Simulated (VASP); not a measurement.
**CdTe: electric field gradients with PBE**

CdTe:

```
CELL_PARAMETERS angstrom
0.00000 3.18349 3.18349
3.18349 0.00000 3.18349
3.18349 3.18349 0.00000
ATOMIC_POSITIONS crystal
Cd 0.00000 0.00000 0.00000
Te 0.75000 0.75000 0.75000
```

This cell differs from its parent crystal: volume scaled by 0.98.

```json
{
  "Program": "VASP 6.6.1",
  "Task": "electric field gradients",
  "Functional": "PBE",
  "Potentials or basis": "VASP PAW PBE potentials, release 64 (Cd, Te)",
  "Cutoff": "520 eV",
  "k mesh": "9 × 9 × 9",
  "Occupations": "fermi-dirac, width 0.08 eV",
  "Spin": "no spin polarisation",
  "Dipole correction": "no",
  "Further INCAR settings": "ALGO = Normal; EDIFF = 1e-08; NBANDS = 16"
}
```

The pressure is 5.5 GPa and the band gap on the k mesh is 0.94 eV, direct.

Levels at points of the mesh, in eV from the valence-band top:
```tsv
k point	band 5	band 6	band 7	band 8	band 9	band 10	band 11	band 12	band 13	band 14
(0.00, 0.00, 0.00)	-8.18	-8.18	0.00	0.00	0.00	0.94	4.56	4.56	4.56	7.53
```

Wall time 25 s on 1 thread of Intel(R) Xeon(R) 6975P-C (Granite Rapids) (shared host), peak memory 0.21 GiB.

Caveat: without QUAD_EFG the Cq values of the log hold for a quadrupole moment of 1 mb, not for the nuclei; spin-orbit coupling is left out, which moves the levels of the heavy elements.
